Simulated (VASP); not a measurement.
# MgO (I4/mmm) in VASP: further runs, part 2 of 2

VASP 6.6.1. The steps go on from the part before.

**3. Single point, PBE (strain -0.025 along x and y, +0.025 along z)**

File INCAR:

```
SYSTEM = MgO
ALGO = Normal ; EDIFF = 1E-7
ENCUT = 520 ; GGA = PE
ISIF = 2 ; ISMEAR = 0
LASPH = .True. ; LCHARG = .True.
LELF = .True. ; LREAL = .False.
LVHAR = .True. ; LWAVE = .False.
NBANDS = 11 ; NELM = 80
PREC = Accurate ; SIGMA = 0.05
```

File KPOINTS:

```
k-points
0
Gamma
  10 10 10
  0 0 0
```

File POSCAR:

```
MgO
1.0
    0.0000000000      2.0737498328      2.1800959780
    2.0737498328      0.0000000000      2.1800959780
    2.0737498328      2.0737498328      0.0000000000
Mg O
1 1
Direct
    0.0000000000      0.0000000000      0.0000000000
    0.5000000000      0.5000000000      0.5000000000
```

Potentials or basis: VASP PAW PBE potentials, release 64 (Mg, O).

Command:

```sh
$ cat potpaw_PBE.64/Mg/POTCAR potpaw_PBE.64/O/POTCAR > POTCAR
$ mpirun -np 1 vasp_std > vasp.out
```

OUTCAR:

```text
SYSTEM = MgO
   EDIFF = 1E-7
   ENCUT = 520
   GGA = PE
   ISIF = 2
   ISMEAR = 0
   LASPH = .True.
   LREAL = .False.
   NELM = 80
   PREC = Accurate

 ion  position               nearest neighbor table
   1  0.000  0.000  0.000-   2 2.07   2 2.07   2 2.07   2 2.07   2 2.18   2 2.18
   2  0.500  0.500  0.500-   1 2.07   1 2.07   1 2.07   1 2.07   1 2.18   1 2.18

  LATTYP: Found a body centered tetragonal cell.
 ALAT       =     2.9327251385
 C/A-ratio  =     1.4867373348

  Lattice vectors:

 A1 = (  -2.0737498328,   0.0000000000,   2.1800959780)
 A2 = (   2.0737498328,   0.0000000000,   2.1800959780)
 A3 = (   0.0000000000,   2.0737498328,  -2.1800959780)

Analysis of symmetry for initial positions (statically):
=====================================================================
 Subroutine PRICEL returns:
 Original cell was already a primitive cell.

 Routine SETGRP: Setting up the symmetry group for a
 body centered tetragonal supercell.

 Subroutine GETGRP returns: Found 16 space group operations
 (whereof 16 operations were pure point group operations)
 out of a pool of 16 trial point group operations.

The static configuration has the point symmetry D_4h.

Analysis of symmetry for dynamics (positions and initial velocities):
[... 166 lines left out ...]

 k-point     1 :       0.0000    0.0000    0.0000
  band No.  band energies     occupation
      1     -14.0928      2.00000
      2       3.1212      2.00000
      3       3.1212      2.00000
      4       3.2163      2.00000
      5       7.8300      0.00000
      6      18.6111      0.00000
      7      19.1424      0.00000
      8      19.1424      0.00000
      9      22.8779      0.00000
     10      23.8547      0.00000
     11      25.4397      0.00000
[... 309 lines left out ...]
 k-point    24 :       0.4000    0.3000    0.0000
  band No.  band energies     occupation
      1     -12.9410      2.00000
      2      -0.4346      2.00000
      3       1.9291      2.00000
      4       2.1849      2.00000
      5      12.7269      0.00000
      6      13.6025      0.00000
      7      16.3006      0.00000
      8      21.6788      0.00000
      9      21.7916      0.00000
     10      28.4158      0.00000
     11      29.5988      0.00000

 [... further k-points ...]
[... 5 lines left out ...]
  --------------------------------------------------------------------------------------
  -------------------------------------------------------------------------------------
  Total        0.8594253      0.8594253     -0.2682211      0.0000000     -0.0000000      0.0000000
  in kB       73.4345420     73.4345420    -22.9184500      0.0000000     -0.0000000      0.0000000
  external PRESSURE =      41.3168780 kB  Pullay stress =       0.0000000 kB

 VOLUME and BASIS-vectors are now :
 -----------------------------------------------------------------------------
  energy-cutoff  :      520.00
  volume of cell :       18.75
      direct lattice vectors                 reciprocal lattice vectors
     0.000000000  2.073749833  2.180095978    -0.241109121  0.241109121  0.229347701
     2.073749833  0.000000000  2.180095978     0.241109121 -0.241109121  0.229347701
     2.073749833  2.073749833  0.000000000     0.241109121  0.241109121 -0.229347701

 POSITION                                       TOTAL-FORCE (eV/Angst)
 -----------------------------------------------------------------------------------
      0.00000      0.00000      0.00000        -0.000000      0.000000     -0.000000
      2.07375      2.07375      2.18010         0.000000     -0.000000      0.000000
 -----------------------------------------------------------------------------------
    total drift:                               -0.000000     -0.000000      0.000000

  FREE ENERGIE OF THE ION-ELECTRON SYSTEM (eV)
  ---------------------------------------------------
  free  energy   TOTEN  =       -11.8879585527 eV

  energy  without entropy=      -11.8879585527  energy(sigma->0) =      -11.88795855
```

OSZICAR:

```text
N       E                     dE             d eps       ncg     rms          rms(c)
DAV:   1     0.129890534459E+02    0.12989E+02   -0.46473E+03  2591   0.647E+02
DAV:   2    -0.129302611966E+02   -0.25919E+02   -0.25173E+02  2628   0.133E+02
DAV:   3    -0.134606638235E+02   -0.53040E+00   -0.53011E+00  2741   0.167E+01
DAV:   4    -0.134619206474E+02   -0.12568E-02   -0.12568E-02  2472   0.934E-01
DAV:   5    -0.134619248261E+02   -0.41787E-05   -0.41787E-05  2658   0.524E-02    0.725E+00
DAV:   6    -0.119052064175E+02    0.15567E+01   -0.88594E+00  2367   0.164E+01    0.222E+00
DAV:   7    -0.118937459309E+02    0.11460E-01   -0.60472E-02  2463   0.212E+00    0.135E+00
DAV:   8    -0.118883993690E+02    0.53466E-02   -0.28485E-02  2358   0.189E+00    0.247E-01
DAV:   9    -0.118879691523E+02    0.43022E-03   -0.70369E-04  2628   0.183E-01    0.134E-01
DAV:  10    -0.118879563840E+02    0.12768E-04   -0.54346E-04  2454   0.171E-01    0.986E-03
DAV:  11    -0.118879585113E+02   -0.21273E-05   -0.27341E-06  2613   0.143E-02    0.508E-03
DAV:  12    -0.118879585527E+02   -0.41411E-07   -0.40548E-07  2568   0.520E-03
   1 F= -.11887959E+02 E0= -.11887959E+02  d E =-.259471E-22
```

stdout:

```text
POSCAR found type information on POSCAR MgO
 POSCAR found :  2 types and       2 ions
 scaLAPACK will be used
 LDA part: xc-table for (Slater+PW92), standard interpolation
 POSCAR, INCAR and KPOINTS ok, starting setup
 FFT: planning ... GRIDC
 FFT: planning ... GRID_SOFT
 FFT: planning ... GRID
 WAVECAR not read
 entering main loop
```

Wall time 7.2 s (1 thread of Intel Xeon 6975P-C (Granite Rapids), shared host); peak memory 0.15 GiB.

Results:

```yaml
Free_energy: -11.8880 eV
Pressure: 4.1 GPa
Band_gap_on_the_k_mesh: 4.61 eV, direct
```

Caveat: the cell differs from its parent crystal (strain -0.025 along x and y, +0.025 along z).

**4. Single point, PBE (strain +0.000 along x and y, +0.025 along z)**

File INCAR:

```
SYSTEM = MgO
  ALGO = Normal
  EDIFF = 1E-6
  ENCUT = 520
  GGA = PE
  ISIF = 2
  ISMEAR = 0
  LASPH = .True.
  LCHARG = .False.
  LREAL = .False.
  LWAVE = .False.
  NBANDS = 11
  NELM = 100
  PREC = Accurate
  SIGMA = 0.05
```

KPOINTS is that of step 3.

File POSCAR:

```
MgO
1.0
    0.0000000000      2.1269229054      2.1800959780
    2.1269229054      0.0000000000      2.1800959780
    2.1269229054      2.1269229054      0.0000000000
Mg O
1 1
Direct
    0.0000000000      0.0000000000      0.0000000000
    0.5000000000      0.5000000000      0.5000000000
```

Command:

```sh
$ cat potpaw_PBE.64/Mg/POTCAR potpaw_PBE.64/O/POTCAR > POTCAR
$ mpirun -np 1 vasp_std > vasp.out
```

It took 6.5 s on 1 thread of Intel Xeon 6975P-C (Granite Rapids), shared host; peak memory 0.15 GiB.

The run converged. Its results:

```
Free energy            : -11.9010 eV
Pressure               : -4.1 GPa
Band gap on the k mesh : 4.18 eV, direct
```

Stress tensor (GPa, compression positive):
```
-2.89  0.00  0.00
 0.00 -2.89  0.00
 0.00  0.00 -6.47
```

Levels at points of the mesh, in eV from the valence-band top:
| k point | band 2 | band 3 | band 4 | band 5 | band 6 | band 7 |
| --- | --- | --- | --- | --- | --- | --- |
| (0.00, 0.00, 0.00) | -0.05 | -0.05 | 0.00 | 4.18 | 15.30 | 15.55 |
| (0.50, 0.00, 0.00) | -4.42 | -0.66 | -0.61 | 7.52 | 11.95 | 15.47 |
| (0.50, 0.50, 0.00) | -3.95 | -1.25 | -1.25 | 9.18 | 9.38 | 12.28 |
| (0.50, 0.00, 0.50) | -3.88 | -1.42 | -1.26 | 8.94 | 9.35 | 12.60 |

Caveat: the cell differs from its parent crystal (strain +0.000 along x and y, +0.025 along z).

**5. Single point, PBE (strain +0.000 along x and y, +0.050 along z)**

File INCAR:

```
SYSTEM = MgO
PREC = Accurate
ENCUT = 520
EDIFF = 1E-7
ISMEAR = 0
SIGMA = 0.05
LREAL = .FALSE.
LASPH = .TRUE.
NELM = 100
ALGO = Normal
ISIF = 2
LWAVE = .FALSE.
LCHARG = .FALSE.
GGA = PE
NBANDS = 11
```

File KPOINTS:

```
regular mesh
0
G
  10 10 10
  0 0 0
```

File POSCAR:

```
MgO
1.0
    0.0000000000      2.1269229054      2.2332690507
    2.1269229054      0.0000000000      2.2332690507
    2.1269229054      2.1269229054      0.0000000000
Mg O
1 1
Direct
    0.0000000000      0.0000000000      0.0000000000
    0.5000000000      0.5000000000      0.5000000000
```

Command:

```sh
$ cat potpaw_PBE.64/Mg/POTCAR potpaw_PBE.64/O/POTCAR > POTCAR
$ mpirun -np 1 vasp_std > vasp.out
```

Run time: 6.8 s. Hardware: 1 thread of Intel Xeon 6975P-C (Granite Rapids), shared host; peak memory 0.15 GiB.

The run converged. Its results:

- Free energy: -11.8757 eV
- Pressure: -6.7 GPa
- Band gap on the k mesh: 3.93 eV, direct

Stress tensor (GPa, compression positive):
```
 -4.79   0.00   0.00
  0.00  -4.79   0.00
  0.00   0.00 -10.52
```

Levels at points of the mesh, in eV from the valence-band top:
```csv
k point,band 1,band 2,band 3,band 4,band 5,band 6,band 7,band 8,band 9
"(0.00, 0.00, 0.00)",-16.95,-0.10,-0.10,0.00,3.93,14.99,15.48,15.48,19.04
"(0.50, 0.00, 0.00)",-15.85,-4.35,-0.69,-0.60,7.33,11.65,15.00,15.99,19.66
"(0.50, 0.50, 0.00)",-15.71,-3.92,-1.19,-1.19,9.13,9.28,11.80,18.14,18.14
"(0.50, 0.00, 0.50)",-15.58,-3.79,-1.52,-1.21,8.82,9.08,12.43,17.12,18.02
```

Caveat: the cell differs from its parent crystal (strain +0.000 along x and y, +0.050 along z).

**6. Single point, PBE (strain +0.025 along x and y, +0.000 along z)**

File INCAR:

```
ALGO = Normal ; EDIFF = 1E-7
ENCUT = 520 ; GGA = PE
ISIF = 2 ; ISMEAR = 0
LASPH = T ; LCHARG = T
LELF = T ; LREAL = F
LVHAR = T ; LWAVE = F
NBANDS = 11 ; NELM = 60
PREC = Accurate ; SIGMA = 0.05
```

File KPOINTS:

```
k-points
0
Gamma
  10 10 10
```

File POSCAR:

```
MgO
1.0
    0.0000000000      2.1800959780      2.1269229054
    2.1800959780      0.0000000000      2.1269229054
    2.1800959780      2.1800959780      0.0000000000
Mg O
1 1
Direct
    0.0000000000      0.0000000000      0.0000000000
    0.5000000000      0.5000000000      0.5000000000
```

Potentials or basis: VASP PAW PBE potentials, release 64 (Mg, O).

Command:

```sh
$ cat potpaw_PBE.64/Mg/POTCAR potpaw_PBE.64/O/POTCAR > POTCAR
$ mpirun -np 1 vasp_std > vasp.out
```

Wall time 6.8 s (1 thread of Intel Xeon 6975P-C (Granite Rapids), shared host); peak memory 0.15 GiB.

Results (log left out):

```yaml
Free_energy: -11.8839 eV
Pressure: -7.2 GPa
Band_gap_on_the_k_mesh: 3.97 eV, direct
```

Stress tensor (GPa, compression positive):
```
-8.36  0.00  0.00
 0.00 -8.36  0.00
 0.00  0.00 -5.01
```

Levels at points of the mesh, in eV from the valence-band top:
```csv
k point,band 1,band 2,band 3,band 4,band 5,band 6,band 7,band 8,band 9
"(0.00, 0.00, 0.00)",-16.90,-0.06,0.00,0.00,3.97,15.26,15.26,15.50,19.05
"(0.50, 0.00, 0.00)",-15.80,-4.30,-0.61,-0.57,7.38,11.70,15.23,15.77,19.71
"(0.50, 0.50, 0.00)",-15.54,-3.74,-1.32,-1.32,8.83,9.11,12.48,17.59,17.59
"(0.50, 0.00, 0.50)",-15.59,-3.81,-1.31,-1.15,9.08,9.12,12.15,17.66,18.10
```

Caveat: the cell differs from its parent crystal (strain +0.025 along x and y, +0.000 along z).

**7. Summary**

```tsv
cell	gap on the mesh (eV)	pressure (GPa)
a = 2.971, b = 2.971, c = 3.008 Å, angles 59.6, 59.6, 60.8°, 2 atoms	4.66	3.4
a = 3.009, b = 3.009, c = 2.933 Å, angles 60.8, 60.8, 58.3°, 2 atoms	4.61	4.1
a = 3.046, b = 3.046, c = 3.008 Å, angles 60.4, 60.4, 59.2°, 2 atoms	4.18	-4.1
a = 3.084, b = 3.084, c = 3.008 Å, angles 60.8, 60.8, 58.4°, 2 atoms	3.93	-6.7
a = 3.046, b = 3.046, c = 3.083 Å, angles 59.6, 59.6, 60.8°, 2 atoms	3.97	-7.2
```

Alike in all rows: task single point; level PBE; potentials or basis VASP PAW PBE potentials, release 64 (Mg, O); no spin polarisation; k mesh 10 × 10 × 10; cutoff (eV) 520; smearing gaussian 0.05 eV.

Total energies depend on the potentials used, so only differences within one code and one set of settings carry meaning.
